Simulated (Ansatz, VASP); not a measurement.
One calculation of Tl, two programs

```xyz
2
Lattice="3.4070 0.0000 0.0000 -1.7035 2.9506 0.0000 0.0000 0.0000 5.4291" Properties=species:S:1:pos:R:3 pbc="T T T"
Tl    0.0000    0.0000    0.0000
Tl    0.0000    1.9670    2.7145
```

Alike in both runs: functional LDA; k mesh 18 × 18 × 10; no spin polarisation.

Ansatz relaxed the structure, and its values are those at the end. VASP's run is a single point on that final structure, the one shown.

|  | VASP | Ansatz |
| --- | --- | --- |
| version | VASP 6.6.1 | Ansatz 0.2.0 |
| potentials or method | VASP PAW LDA potentials, release 64 (Tl_d) | plane-wave PAW, scalar-relativistic |
| plane-wave cutoff (eV) | 520 | 420 |
| occupations | methfessel-paxton of order 1, width 0.1 eV | cold, width 0.1 eV |
| valence electrons in the cell | 26 | 26 |

```tsv
	VASP	Ansatz	Ansatz less VASP
pressure (GPa)	0.1	0.0	-0.10
```

LDA's correlation is that of Perdew and Zunger in VASP and of Perdew and Wang (1992) in Ansatz.

Spin-orbit coupling is off throughout.
